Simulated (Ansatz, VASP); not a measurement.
This is a calculation of Sb for Ansatz 0.2.0.

File input.yaml:

```yaml
crystal:
  lattice:
    - [3.3545324186, 0.0, 0.0]
    - [-1.6772662093, 2.9051102923, 0.0]
    - [0.0, 0.0, 5.47016065]
  atoms:
    - { symbol: Sb, position: [0.6666666667, 0.3333333333, 0.75] }
    - { symbol: Sb, position: [0.3333333333, 0.6666666667, 0.25] }
hamiltonian:
  xc: pbe
  pseudopotentials: { kind: paw }
kpoints:
  mp_grid: { grid: [9, 9, 5] }
scf:
  occupations: { method: gaussian, width: 0.011 }
output:
  forces: true
  stress: true
  eigenvalues: true
```

Potentials or basis: Ansatz PAW.

Run with:

```bash
$ ansatz run input.yaml --threads 2 --pin off --max-ram 5632MiB --backend cpu --events-out ev --progress --plain --runs-dir out
```

Q: Translate it to VASP 6.6.1. Potentials there: VASP PAW PBE potentials, release 64 (Sb).

A: As run (the cutoff follows the program's own potentials):

INCAR

```
SYSTEM = Sb
PREC = Accurate
ENCUT = 520
EDIFF = 1E-6
ISMEAR = 0
SIGMA = 0.011
LREAL = .False.
LASPH = .True.
NELM = 60
ALGO = Normal
ISIF = 2
LWAVE = .False.
LCHARG = .False.
GGA = PE
NBANDS = 12
```

Contents of KPOINTS:

```
regular mesh
0
Gamma
  9 9 5
  0 0 0
```

File POSCAR:

```
Sb
1.0
    3.3545324186      0.0000000000      0.0000000000
   -1.6772662093      2.9051102923      0.0000000000
    0.0000000000      0.0000000000      5.4701606500
Sb
2
Direct
    0.6666666667      0.3333333333      0.7500000000
    0.3333333333      0.6666666667      0.2500000000
```

Potentials or basis: VASP PAW PBE potentials, release 64 (Sb).

Run with:

```bash
$ cat potpaw_PBE.64/Sb/POTCAR > POTCAR
$ mpirun -np 1 vasp_std > vasp.out
```

Both were run:

|  | VASP | Ansatz | Ansatz less VASP |
| --- | --- | --- | --- |
| gap on the k mesh at the Fermi level (eV) | none | none | - |
| pressure (GPa) | 1.4 | 1.5 | +0.16 |
| traceless stress, the component that is largest in VASP (GPa) | 0.58 | 0.54 | -0.039 |

A gap of «none» marks a metal or a gap that the smearing closes. VASP's potentials hold 10 valence electrons a cell and Ansatz's 30, so a difference there can come from the potentials and not from the codes.

Spin-orbit coupling is off throughout.
